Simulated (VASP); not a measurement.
Here is a VASP 6.6.1 calculation.

Contents of INCAR:

```
SYSTEM = Ti
PREC = Accurate
ENCUT = 520
EDIFF = 1E-6
ISMEAR = 0
SIGMA = 0.15
LREAL = .FALSE.
LASPH = .TRUE.
NELM = 80
ALGO = Fast
ISIF = 2
LWAVE = .FALSE.
LCHARG = .FALSE.
NBANDS = 19
```

KPOINTS

```
regular mesh
0
G
  21 21 12
  0 0 0
```

Contents of POSCAR:

```
Ti
1.0
    2.7029660044      0.0000000000      0.0000000000
   -1.3514830022      2.3408372254      0.0000000000
    0.0000000000      0.0000000000      5.5816746605
Ti
2
Direct
    0.3333333333      0.6666666667      0.2500000000
    0.6666666667      0.3333333333      0.7500000000
```

Potentials or basis: VASP PAW LDA potentials, release 64 (Ti_sv).

Run with:

```console
$ cat potpaw_LDA.64/Ti_sv/POTCAR > POTCAR
$ mpirun -np 1 vasp_std > vasp.out
```

(1) What does it give for the pressure?

(2) Estimate the band gap on the k mesh.

Answers

(1) -9.6 GPa.

(2) zero (bands 12 and 13 overlap by 0.10 eV).

Caveat: the cell stands under tension.
